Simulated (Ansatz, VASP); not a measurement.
# Two plane-wave programs on KBr

POSCAR

```
KBr
1.0
    0.0000000000      3.1278750000      3.1278750000
    3.2925000000     -0.1646250000      3.2925000000
    3.2925000000      3.2925000000     -0.1646250000
K Br
1 1
Direct
    0.0000000000      0.0000000000      0.0000000000
    0.5000000000      0.5000000000      0.5000000000
```

INCAR.step1

```
SYSTEM = KBr
PREC = Accurate
ENCUT = 520
ISMEAR = 0
SIGMA = 0.05
LREAL = .False.
LASPH = .True.
NELM = 60
NBANDS = 15
GGA = PE
ALGO = Normal
EDIFF = 1E-4
LWAVE = .True.
LCHARG = .False.
```

File INCAR.step2:

```
SYSTEM = KBr
PREC = Accurate
ENCUT = 520
EDIFF = 1E-7
ISMEAR = 0
SIGMA = 0.05
LREAL = .False.
LASPH = .True.
NELM = 60
ALGO = Normal
ISIF = 2
LWAVE = .False.
LCHARG = .True.
METAGGA = R2SCAN
LMIXTAU = .True.
LELF = .True.
LVHAR = .True.
NBANDS = 15
ISTART = 1
```

The input KPOINTS:

```
Automatic mesh
0
Gamma
  6 6 6
  0 0 0
```

Input for Ansatz:

```yaml
crystal:
  lattice:
    - [0.0, 3.127875, 3.127875]
    - [3.2925, -0.164625, 3.2925]
    - [3.2925, 3.2925, -0.164625]
  atoms:
    - { symbol: K, position: [0.0, 0.0, 0.0] }
    - { symbol: Br, position: [0.5, 0.5, 0.5] }
basis:
  ecutwfc: 500
kpoints:
  mp_grid: { grid: [6, 6, 6] }
hamiltonian:
  xc: r2scan
scf:
  occupations: { method: gaussian, width: 0.05 }
output:
  forces: true
  stress: true
  eigenvalues: true
```

Change from the starting cell: strain -0.1000 x Voigt [0, 0, 0, 1, 0, 0], atoms carried along.

Alike in both runs: task single point; functional r2SCAN; k mesh 6 × 6 × 6; occupations gaussian, width 0.05 eV; no spin polarisation.

|  | VASP | Ansatz |
| --- | --- | --- |
| version | VASP 6.6.1 | Ansatz 0.2.0 |
| potentials or method | VASP PAW PBE potentials, release 64 (K_sv, Br), cutoff 520 eV | scalar-relativistic, plane waves, PAW |
| valence electrons in the cell | 16 | 16 |

```tsv
	VASP	Ansatz	Ansatz less VASP
gap on the k mesh at the Fermi level (eV)	4.94	4.94	-0.002
least direct gap on the mesh (eV)	4.94	4.94	-0.002
pressure (GPa)	0.2	0.2	0.00
traceless stress, the component that is largest in VASP (GPa)	0.54	0.54	+0.001
```

VASP's potentials were made for PBE, not for r2SCAN. With one functional, cell and mesh, what is left measures potentials, basis and numerics.
